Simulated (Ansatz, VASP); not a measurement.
## InAs in VASP and in Ansatz

Contents of INCAR:

```
SYSTEM = InAs
PREC = Accurate
ENCUT = 520
EDIFF = 1E-6
ISMEAR = 0
SIGMA = 0.15
LREAL = .False.
LASPH = .True.
NELM = 100
ALGO = Normal
ISIF = 2
LWAVE = .False.
LCHARG = .False.
GGA = PE
NBANDS = 16
```

File KPOINTS:

```
regular mesh
0
Gamma
  14 14 14
  0 0 0
```

Contents of POSCAR:

```
InAs
1.0
    0.0000000000      3.0240000000      2.9332800000
    3.0240000000      0.0000000000      2.9332800000
    3.0240000000      3.0240000000      0.0000000000
In As
1 1
Direct
    0.0000000000      0.0000000000      0.0000000000
    0.7500000000      0.7500000000      0.7500000000
```

Input for Ansatz:

```yaml
crystal:
  lattice:
    - [0.0, 3.024, 2.93328]
    - [3.024, 0.0, 2.93328]
    - [3.024, 3.024, 0.0]
  atoms:
    - { symbol: In, position: [0.0, 0.0, 0.0] }
    - { symbol: As, position: [0.75, 0.75, 0.75] }
basis:
  ecutwfc: 420
kpoints:
  mp_grid: { grid: [14, 14, 14] }
hamiltonian:
  xc: pbe
scf:
  occupations: { method: gaussian, width: 0.15 }
output:
  forces: true
  stress: true
  eigenvalues: true
```

Change from the starting cell: strain -0.0300 x Voigt [0, 0, 1, 0, 0, 0], atoms carried along.

Alike in both runs: task single point; functional PBE; k mesh 14 × 14 × 14; occupations gaussian, width 0.15 eV; no spin polarisation.

|  | VASP | Ansatz |
| --- | --- | --- |
| version | VASP 6.6.1 | Ansatz 0.2.0 |
| potentials or method | VASP PAW PBE potentials, release 64 (In_d, As), cutoff 520 eV | scalar-relativistic, plane waves, PAW |
| valence electrons in the cell | 18 | 28 |

|  | VASP | Ansatz | Ansatz less VASP |
| --- | --- | --- | --- |
| gap on the k mesh at the Fermi level (eV) | none | none | - |
| pressure (GPa) | 6.1 | 6.0 | -0.07 |
| traceless stress, the component that is largest in VASP (GPa) | 0.58 | 0.58 | +0.001 |

A gap of «none» marks a metal or a gap that the smearing closes. VASP's potentials hold 18 valence electrons a cell and Ansatz's 28, so a difference there can come from the potentials and not from the codes.
